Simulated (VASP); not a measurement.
Hf2TaN3, 6 atoms in the cell. Symmetry: P4mm, No. 99, tetragonal system. Conventional cell: a = 3.094 Å, b = 3.094 Å, c = 8.015 Å, α = 90.00°, β = 90.00°, γ = 90.00°. Hf (site symmetry 4mm) has 6 N at 2.20 to 2.32 Å within 2.9 Å. Hf (site symmetry 4mm) has 5 N at 2.20 to 2.35 Å within 2.9 Å. Within 2.9 Å of Ta (site symmetry 4mm) lie 5 N at 2.19 to 2.52 Å. N (site symmetry 4mm) has 5 Hf at 2.20 to 2.30 Å within 2.9 Å. Within 2.9 Å of N (site symmetry 4mm) lie 4 Ta at 2.19 Å and 1 Hf at 2.32 Å. Within 2.9 Å of N (site symmetry 4mm) lie 5 Hf at 2.20 to 2.35 Å and 1 Ta at 2.52 Å. The cell was built from a structure type or drawn by symmetry, and may not be a known phase.

| Quantity | Value |
| --- | --- |
| Program | VASP 6.6.1 |
| Task | single point |
| Functional | PBE |
| Potentials or basis | VASP PAW PBE potentials, release 64 (Hf_pv, Ta_pv, N) |
| Cutoff | 520 eV |
| k mesh | 12 × 12 × 6 |
| Occupations | gaussian, width 0.1 eV |
| Spin | no spin polarisation |
| Dipole correction | no |
| Further INCAR settings | ALGO = Normal; EDIFF = 1e-06; NBANDS = 32 |

Potentials or basis: VASP PAW PBE potentials, release 64 (Hf_pv, Ta_pv, N).

The run is started by

```console
$ cat potpaw_PBE.64/Hf_pv/POTCAR potpaw_PBE.64/Ta_pv/POTCAR potpaw_PBE.64/N/POTCAR > POTCAR
$ mpirun -np 1 vasp_std > vasp.out
```

Hardware: 1 thread of Intel(R) Xeon(R) 6975P-C (Granite Rapids), on a shared host.

Problem. Estimate the wall time of this run.

Solution. It took 85 s on 1 thread of Intel(R) Xeon(R) 6975P-C (Granite Rapids) (shared host), peak memory 0.37 GiB. Counts: scf iterations 15, k points 112.
